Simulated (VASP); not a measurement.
# BaS (Fm-3m) in VASP: further runs

The runs below take BaS through single point, with PBE.

Program: VASP 6.6.1. These are calculated values, not measurements. Logs are shortened: lines on timing, memory, paths and dates and some standing lists are left out, and cuts for length are marked.

## Step 1: The cell of the first run

Symmetry: Fm-3m, No. 225, cubic system. The conventional cell has a = 6.044 Å, b = 6.044 Å, c = 6.044 Å, α = 90.00°, β = 90.00°, γ = 90.00°. Ba (site symmetry m-3m) has 6 S at 3.02 Å within 4.0 Å. S (site symmetry m-3m) has 6 Ba at 3.02 Å within 4.0 Å.

## Step 2: Single point, PBE (strain -5.9%)

INCAR

```
  PREC = Accurate
  ENCUT = 520
  EDIFF = 1E-6
  ISMEAR = 0
  SIGMA = 0.01
  LREAL = False
  LASPH = True
  NELM = 60
  ALGO = Normal
  ISIF = 2
  LWAVE = False
  LCHARG = False
  GGA = PE
  NBANDS = 15
```

KPOINTS

```
Automatic mesh
0
Gamma
  4 4 4
```

POSCAR

```
BaS
1.0
    0.0000000000      3.0220860497      3.0220860497
    3.0220860497      0.0000000000      3.0220860497
    3.0220860497      3.0220860497      0.0000000000
Ba S
1 1
Direct
    0.0000000000      0.0000000000      0.0000000000
    0.5000000000      0.5000000000      0.5000000000
```

Potentials or basis: VASP PAW PBE potentials, release 64 (Ba_sv, S).

Command:

```
> cat potpaw_PBE.64/Ba_sv/POTCAR potpaw_PBE.64/S/POTCAR > POTCAR
> mpirun -np 1 vasp_std > vasp.out
```

OUTCAR:

```text
PREC = Accurate
   ENCUT = 520
   EDIFF = 1E-6
   ISMEAR = 0
   LREAL = False
   LASPH = True
   NELM = 60
   ISIF = 2
   GGA = PE

 ion  position               nearest neighbor table
   1  0.000  0.000  0.000-   2 3.02   2 3.02   2 3.02   2 3.02   2 3.02   2 3.02
   2  0.500  0.500  0.500-   1 3.02   1 3.02   1 3.02   1 3.02   1 3.02   1 3.02

  LATTYP: Found a face centered cubic cell.
 ALAT       =     6.0441720994

  Lattice vectors:

 A1 = (   0.0000000000,   3.0220860497,   3.0220860497)
 A2 = (   3.0220860497,   0.0000000000,   3.0220860497)
 A3 = (   3.0220860497,   3.0220860497,   0.0000000000)

Analysis of symmetry for initial positions (statically):
=====================================================================
 Subroutine PRICEL returns:
 Original cell was already a primitive cell.

 Routine SETGRP: Setting up the symmetry group for a
 face centered cubic supercell.

 Subroutine GETGRP returns: Found 48 space group operations
 (whereof 48 operations were pure point group operations)
 out of a pool of 48 trial point group operations.

The static configuration has the point symmetry O_h .

Analysis of symmetry for dynamics (positions and initial velocities):
=====================================================================
 Subroutine PRICEL returns:
 Original cell was already a primitive cell.

 Routine SETGRP: Setting up the symmetry group for a
 face centered cubic supercell.

 Subroutine GETGRP returns: Found 48 space group operations
 (whereof 48 operations were pure point group operations)
 out of a pool of 48 trial point group operations.

The dynamic configuration has the point symmetry O_h .

 Subroutine INISYM returns: Found 48 space group operations
 (whereof 48 operations are pure point group operations),
 and found     1 'primitive' translations

----------------------------------------------------------------------------------------

                                     Primitive cell

  volume of cell :      55.2014

  direct lattice vectors                    reciprocal lattice vectors
     0.000000000  3.022086050  3.022086050    -0.165448631  0.165448631  0.165448631
     3.022086050  0.000000000  3.022086050     0.165448631 -0.165448631  0.165448631
     3.022086050  3.022086050  0.000000000     0.165448631  0.165448631 -0.165448631

  length of vectors
     4.273875078  4.273875078  4.273875078     0.286565435  0.286565435  0.286565435

  position of ions in fractional coordinates (direct lattice)
     0.000000000  0.000000000  0.000000000
     0.500000000  0.500000000  0.500000000

  ion indices of the primitive-cell ions
   primitive index   ion index
                 1           1
                 2           2

[... 67 lines left out ...]
   EMIN   =  10.00;   EMAX   =-10.00  energy-range for DOS
   EFERMI =   0.00;   METHOD = LEGACY
   ISMEAR =     0;   SIGMA  =   0.01  broadening in eV -4-tet -1-fermi 0-gaus
   EFERMI_NEDOS =   21; number of points for ismear=-14 and -15
   IALGO  =     38    algorithm
   IMIX   =      4    mixing-type and parameters
     AMIX     =   0.40;   BMIX     =  1.00
     AMIX_MAG =   1.60;   BMIX_MAG =  1.00
  volume/ion in A,a.u.               =      27.60       186.26
  Fermi-wavevector in a.u.,A,eV,Ry     =   1.083423  2.047372 15.970588  1.173805
  Thomas-Fermi vector in A             =   2.219488
   LORBIT       =      0    0 simple, 1 ext, 2 COOP (PROOUT), +10 PAW based schemes
   GGA     = PE    functional components
   LHFCALC =     F    Hartree Fock is set to
   AEXX    =    0.0000 exact exchange contribution
   IVDW    =     0    specifies the selected vdW correction
   LEPSILON=     F    determine dielectric tensor
   LRPA    =     F    only Hartree local field effects (RPA)
 non-spin polarized calculation
 Gauss-broadening in eV      SIGMA  =   0.01
  energy-cutoff  :      520.00
  volume of cell :       55.20
 maximum number of plane-waves:      1524
   NGX = 15   NGY = 15   NGZ = 15

 number of electron      16.0000001 magnetization

 Free energy of the ion-electron system (eV)
  ---------------------------------------------------
  ext. energy  EPLUGINS =         0.00000000
  ---------------------------------------------------
  free energy    TOTEN  =        -9.78145854 eV

  energy without entropy =       -9.78145854  energy(sigma->0) =       -9.78145854

 E-fermi :   2.5116     XC(G=0):  -9.3346

 val. band max:        2.4274224722   @ k =   0.0000   0.0000   0.0000
 cond. band min:       4.1546345011   @ k =   0.5000   0.5000   0.0000
 fundamental gap:      1.7272120288
 Fermi energy:         2.5115553889

 k-point     1 :       0.0000    0.0000    0.0000
  band No.  band energies     occupation
      1     -23.2085      2.00000
      2      -8.2208      2.00000
      3      -8.2208      2.00000
      4      -8.2208      2.00000
      5      -8.2042      2.00000
      6       2.4274      2.00000
      7       2.4274      2.00000
      8       2.4274      2.00000
      9       6.2333      0.00000
     10       6.2333      0.00000
     11       6.2333      0.00000
     12       6.9015      0.00000
     13       7.3480      0.00000
     14       7.3480      0.00000
[... 113 lines left out ...]
      2      -9.3615      2.00000
      3      -8.8408      2.00000
      4      -8.8408      2.00000
      5      -7.0077      2.00000
      6       1.0078      2.00000
      7       2.0823      2.00000
      8       2.0823      2.00000
      9       6.8032      0.00000
     10       6.8032      0.00000
     11       9.5905      0.00000
     12      10.0463      0.00000
     13      10.8562      0.00000
     14      13.5901      0.00000
     15      14.3354      0.00000

------------------------ aborting loop because EDIFF is reached ----------------------------------------

  FORCE on cell =-STRESS in cart. coord.  units (eV):
  Direction    XX          YY          ZZ          XY          YZ          ZX
  --------------------------------------------------------------------------------------
  -------------------------------------------------------------------------------------
  Total        4.4381918      4.4381918      4.4381918     -0.0000000      0.0000000     -0.0000000
  in kB      128.8149226    128.8149226    128.8149226     -0.0000000      0.0000000     -0.0000000
  external PRESSURE =     128.8149226 kB  Pullay stress =       0.0000000 kB

 VOLUME and BASIS-vectors are now :
 -----------------------------------------------------------------------------
  energy-cutoff  :      520.00
  volume of cell :       55.20
      direct lattice vectors                 reciprocal lattice vectors
     0.000000000  3.022086050  3.022086050    -0.165448631  0.165448631  0.165448631
     3.022086050  0.000000000  3.022086050     0.165448631 -0.165448631  0.165448631
     3.022086050  3.022086050  0.000000000     0.165448631  0.165448631 -0.165448631

 POSITION                                       TOTAL-FORCE (eV/Angst)
 -----------------------------------------------------------------------------------
      0.00000      0.00000      0.00000         0.000000     -0.000000      0.000000
      3.02209      3.02209      3.02209        -0.000000      0.000000      0.000000
 -----------------------------------------------------------------------------------
    total drift:                                0.000000     -0.000000     -0.000000

  FREE ENERGIE OF THE ION-ELECTRON SYSTEM (eV)
  ---------------------------------------------------
  free  energy   TOTEN  =        -9.7814585445 eV

  energy  without entropy=       -9.7814585445  energy(sigma->0) =       -9.78145854
```

OSZICAR:

```text
N       E                     dE             d eps       ncg     rms          rms(c)
DAV:   1     0.824763904682E+02    0.82476E+02   -0.70923E+03   240   0.954E+02
DAV:   2    -0.581038852735E+01   -0.88287E+02   -0.79515E+02   340   0.171E+02
DAV:   3    -0.101669120485E+02   -0.43565E+01   -0.43249E+01   340   0.407E+01
DAV:   4    -0.102414107353E+02   -0.74499E-01   -0.74493E-01   269   0.547E+00
DAV:   5    -0.102432809422E+02   -0.18702E-02   -0.18701E-02   331   0.733E-01    0.636E+00
DAV:   6    -0.977691339684E+01    0.46637E+00   -0.60555E-01   275   0.483E+00    0.441E+00
DAV:   7    -0.977061535179E+01    0.62980E-02   -0.18197E-01   304   0.250E+00    0.241E+00
DAV:   8    -0.978067784134E+01   -0.10062E-01   -0.20680E-02   254   0.110E+00    0.259E-01
DAV:   9    -0.978089475725E+01   -0.21692E-03   -0.27806E-03   303   0.401E-01    0.889E-02
DAV:  10    -0.978142310489E+01   -0.52835E-03   -0.62176E-04   268   0.190E-01    0.280E-02
DAV:  11    -0.978145765256E+01   -0.34548E-04   -0.82702E-05   275   0.647E-02    0.151E-02
DAV:  12    -0.978145854446E+01   -0.89190E-06   -0.31832E-06   310   0.114E-02
   1 F= -.97814585E+01 E0= -.97814585E+01  d E =-.480128E-34
```

Wall time 8.2 s (1 thread of Intel Xeon 8259CL, shared host); peak memory 0.17 GiB.

What came out:

```
Free energy            : -9.7815 eV
Pressure               : 12.9 GPa
Band gap on the k mesh : 1.73 eV, indirect (least direct gap 1.73 eV)
```

Caveat: the k points lie up to 0.45 Å⁻¹ apart; the cell differs from its parent crystal (strain -5.9%); spin-orbit coupling is left out, which moves the levels of the heavy elements. A k mesh can miss the band edges.

## Step 3: Single point, PBE (strain -5.0%)

INCAR

```
PREC     = Accurate       # precision mode
ENCUT    = 520            # plane-wave cutoff, eV
EDIFF    = 1E-6           # SCF threshold, eV
ISMEAR   = 0              # smearing method
SIGMA    = 0.01           # smearing width, eV
LREAL    = F              # projectors in reciprocal space
LASPH    = T              # aspherical terms in the spheres
NELM     = 100            # most SCF steps
ALGO     = Normal         # electronic algorithm
ISIF     = 2              # what is computed and relaxed
LWAVE    = F              # write WAVECAR
LCHARG   = F              # write CHGCAR
GGA      = PE             # functional
NBANDS   = 15             # bands
```

KPOINTS is that of step 2.

POSCAR

```
BaS
1.0
    0.0000000000      3.0529203850      3.0529203850
    3.0529203850      0.0000000000      3.0529203850
    3.0529203850      3.0529203850      0.0000000000
Ba S
1 1
Direct
    0.0000000000      0.0000000000      0.0000000000
    0.5000000000      0.5000000000      0.5000000000
```

Potentials or basis: VASP PAW PBE potentials, release 64 (Ba_sv, S).

Command:

```
> cat potpaw_PBE.64/Ba_sv/POTCAR potpaw_PBE.64/S/POTCAR > POTCAR
> mpirun -np 1 vasp_std > vasp.out
```

OUTCAR:

```text
PREC = Accurate
   ENCUT = 520
   EDIFF = 1E-6
   ISMEAR = 0
   LREAL = F
   LASPH = T
   NELM = 100
   ISIF = 2
   GGA = PE

 ion  position               nearest neighbor table
   1  0.000  0.000  0.000-   2 3.05   2 3.05   2 3.05   2 3.05   2 3.05   2 3.05
   2  0.500  0.500  0.500-   1 3.05   1 3.05   1 3.05   1 3.05   1 3.05   1 3.05

  LATTYP: Found a face centered cubic cell.
 ALAT       =     6.1058407700

  Lattice vectors:

 A1 = (   0.0000000000,   3.0529203850,   3.0529203850)
 A2 = (   3.0529203850,   0.0000000000,   3.0529203850)
 A3 = (   3.0529203850,   3.0529203850,   0.0000000000)

Analysis of symmetry for initial positions (statically):
=====================================================================
 Subroutine PRICEL returns:
 Original cell was already a primitive cell.

 Routine SETGRP: Setting up the symmetry group for a
 face centered cubic supercell.

 Subroutine GETGRP returns: Found 48 space group operations
 (whereof 48 operations were pure point group operations)
 out of a pool of 48 trial point group operations.

[... 156 lines left out ...]
      3      -8.4966      2.00000
      4      -8.4966      2.00000
      5      -8.3463      2.00000
      6       2.2335      2.00000
      7       2.2335      2.00000
      8       2.2335      2.00000
      9       6.0616      0.00000
     10       6.0616      0.00000
     11       6.0616      0.00000
     12       6.5361      0.00000
     13       7.1393      0.00000
     14       7.1393      0.00000
[... 113 lines left out ...]
      2      -9.5048      2.00000
      3      -9.0541      2.00000
      4      -9.0541      2.00000
      5      -7.2683      2.00000
      6       0.8746      2.00000
      7       1.8508      2.00000
      8       1.8508      2.00000
      9       6.6010      0.00000
     10       6.6010      0.00000
     11       9.2324      0.00000
     12       9.7165      0.00000
     13      10.4922      0.00000
     14      13.0830      0.00000
     15      13.9059      0.00000

------------------------ aborting loop because EDIFF is reached ----------------------------------------

  FORCE on cell =-STRESS in cart. coord.  units (eV):
  Direction    XX          YY          ZZ          XY          YZ          ZX
  --------------------------------------------------------------------------------------
  -------------------------------------------------------------------------------------
  Total        3.6174275      3.6174275      3.6174275     -0.0000000     -0.0000000      0.0000000
  in kB      101.8436558    101.8436558    101.8436558     -0.0000000     -0.0000000      0.0000000
  external PRESSURE =     101.8436558 kB  Pullay stress =       0.0000000 kB

 VOLUME and BASIS-vectors are now :
 -----------------------------------------------------------------------------
  energy-cutoff  :      520.00
  volume of cell :       56.91
      direct lattice vectors                 reciprocal lattice vectors
     0.000000000  3.052920385  3.052920385    -0.163777609  0.163777609  0.163777609
     3.052920385  0.000000000  3.052920385     0.163777609 -0.163777609  0.163777609
     3.052920385  3.052920385  0.000000000     0.163777609  0.163777609 -0.163777609

 POSITION                                       TOTAL-FORCE (eV/Angst)
 -----------------------------------------------------------------------------------
      0.00000      0.00000      0.00000         0.000000      0.000000      0.000000
      3.05292      3.05292      3.05292        -0.000000     -0.000000     -0.000000
 -----------------------------------------------------------------------------------
    total drift:                                0.000000     -0.000000     -0.000000

  FREE ENERGIE OF THE ION-ELECTRON SYSTEM (eV)
  ---------------------------------------------------
  free  energy   TOTEN  =        -9.9042327686 eV

  energy  without entropy=       -9.9042327686  energy(sigma->0) =       -9.90423277
```

OSZICAR:

```text
N       E                     dE             d eps       ncg     rms          rms(c)
DAV:   1     0.837061514589E+02    0.83706E+02   -0.71545E+03   240   0.953E+02
DAV:   2    -0.599821083349E+01   -0.89704E+02   -0.81969E+02   317   0.172E+02
DAV:   3    -0.102620580571E+02   -0.42638E+01   -0.42390E+01   303   0.398E+01
DAV:   4    -0.103638561019E+02   -0.10180E+00   -0.10178E+00   334   0.623E+00
DAV:   5    -0.103657945485E+02   -0.19384E-02   -0.19384E-02   296   0.705E-01    0.600E+00
DAV:   6    -0.989711428162E+01    0.46868E+00   -0.61569E-01   275   0.482E+00    0.415E+00
DAV:   7    -0.989252113654E+01    0.45931E-02   -0.18294E-01   304   0.248E+00    0.234E+00
DAV:   8    -0.990331685701E+01   -0.10796E-01   -0.21158E-02   247   0.109E+00    0.240E-01
DAV:   9    -0.990359457992E+01   -0.27772E-03   -0.28435E-03   303   0.401E-01    0.954E-02
DAV:  10    -0.990419139318E+01   -0.59681E-03   -0.68344E-04   254   0.194E-01    0.286E-02
DAV:  11    -0.990423188675E+01   -0.40494E-04   -0.82968E-05   289   0.623E-02    0.109E-02
DAV:  12    -0.990423276857E+01   -0.88181E-06   -0.30678E-06   288   0.113E-02
   1 F= -.99042328E+01 E0= -.99042328E+01  d E =-.355299E-60
```

Wall time 8.9 s (1 thread of Intel Xeon 8259CL, shared host); peak memory 0.17 GiB.

Results:

| Item | Value |
| --- | --- |
| Free energy | -9.9042 eV |
| Pressure | 10.2 GPa |
| Band gap on the k mesh | 1.81 eV, indirect (least direct gap 1.85 eV) |

Caveat: the k points lie up to 0.45 Å⁻¹ apart; the cell differs from its parent crystal (strain -5.0%); spin-orbit coupling is left out, which moves the levels of the heavy elements. A k mesh can miss the band edges.
